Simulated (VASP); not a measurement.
Write the native input for VASP 6.6.1 that does the following.

| Quantity | Value |
| --- | --- |
| Task | single point |
| Functional | PBEsol |
| Potentials or basis | VASP PAW PBE potentials, release 64 (Pt) |
| Cutoff | 520 eV |
| k mesh | 11 × 11 × 6 |
| Occupations | fermi-dirac, width 0.05 eV |
| Spin | no spin polarisation |
| Dipole correction | no |
| Further INCAR settings | ALGO = Normal; EDIFF = 1e-06; NBANDS = 17 |

The structure of Pt lies in POSCAR:

```
Pt
1.0
    2.7060570864      0.0000000000      0.0000000000
   -1.3530285432      2.3435141809      0.0000000000
    0.0000000000      0.0000000000      4.6201330702
Pt
2
Direct
    0.3333333333      0.6666666667      0.2500000000
    0.6666666667      0.3333333333      0.7500000000
```

One way to write it, as run:

INCAR

```
PREC = Accurate
ENCUT = 520
EDIFF = 1E-6
ISMEAR = -1
SIGMA = 0.05
LREAL = F
LASPH = T
NELM = 100
ALGO = Normal
ISIF = 2
LWAVE = F
LCHARG = T
GGA = PS
LELF = T
LVHAR = T
NBANDS = 17
```

KPOINTS

```
Automatic mesh
0
Gamma
  11 11 6
```

Potentials or basis: VASP PAW PBE potentials, release 64 (Pt).

The run is started by

```bash
$ cat potpaw_PBE.64/Pt/POTCAR > POTCAR
$ mpirun -np 1 vasp_std > vasp.out
```

It gave:

| Quantity | Value |
| --- | --- |
| Pressure | 9.6 GPa |
| Band gap on the k mesh | zero (band 10 reaches 12.06 eV, above the bottom of band 11 at 10.73 eV) |

Caveat: the PAW data sets were made with another functional, which shifts forces and pressure a little; spin-orbit coupling is left out, which moves the levels of the heavy elements.

Wall time 20 s on 1 thread of Intel(R) Xeon(R) Platinum 8259CL CPU @ 2.50GHz (Skylake/Cascade Lake), with other jobs on the host, peak memory 0.16 GiB.
